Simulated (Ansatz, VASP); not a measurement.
One calculation of Cu2O, two programs

Contents of INCAR:

```
  ALGO = Normal
  EDIFF = 1E-7
  EDIFFG = -0.01
  ENCUT = 600
  GGA = PE
  GGA_COMPAT = False
  IBRION = 2
  ISIF = 3
  ISMEAR = 0
  IVDW = 13
  LASPH = True
  LCHARG = False
  LREAL = False
  LWAVE = False
  NELM = 120
  NELMIN = 4
  NSW = 80
  PREC = Accurate
  SIGMA = 0.02
```

KPOINTS

```
k-points
0
Gamma
  4 4 4
```

The input POSCAR:

```
Cu2O
1.0
    4.2600000000      0.0000000000      0.0000000000
    0.0000000000      4.2600000000      0.0000000000
    0.0000000000      0.0000000000      4.2600000000
Cu O
4 2
Direct
    0.2500000000      0.2500000000      0.2500000000
    0.2500000000      0.7500000000      0.7500000000
    0.7500000000      0.7500000000      0.2500000000
    0.7500000000      0.2500000000      0.7500000000
    0.0000000000      0.0000000000      0.0000000000
    0.5000000000      0.5000000000      0.5000000000
```

Input for Ansatz:

```yaml
crystal:
  lattice:
    - [4.26, 0.0, 0.0]
    - [0.0, 4.26, 0.0]
    - [0.0, 0.0, 4.26]
  atoms:
    - { symbol: Cu, position: [0.25, 0.25, 0.25] }
    - { symbol: Cu, position: [0.25, 0.75, 0.75] }
    - { symbol: Cu, position: [0.75, 0.75, 0.25] }
    - { symbol: Cu, position: [0.75, 0.25, 0.75] }
    - { symbol: O, position: [0.0, 0.0, 0.0] }
    - { symbol: O, position: [0.5, 0.5, 0.5] }
kpoints:
  mp_grid:
    grid: [4, 4, 4]
hamiltonian:
  xc: pbe
  dispersion: d4
scf:
  occupations:
    method: gaussian
    width: 0.02
relax:
  cell: {}
```

Alike in both runs: task relaxation of cell and atoms; functional PBE; dispersion D4; k mesh 4 × 4 × 4; occupations gaussian, width 0.02 eV; no spin polarisation.

|  | VASP | Ansatz |
| --- | --- | --- |
| version | VASP 6.6.1 | Ansatz 0.2.0 |
| potentials or method | VASP PAW PBE potentials, release 64 (Cu, O) | plane waves, PAW |
| plane-wave cutoff (eV) | 600 | 420 |
| valence electrons in the cell | 56 | 88 |

```tsv
	VASP	Ansatz	Ansatz less VASP
relaxed volume (Å³/atom)	12.93	12.84	-0.090
relaxed cell length with the largest relative difference (Å)	4.265	4.255	-0.0099
```

VASP's potentials hold 56 valence electrons a cell and Ansatz's 88, so a difference there can come from the potentials and not from the codes.
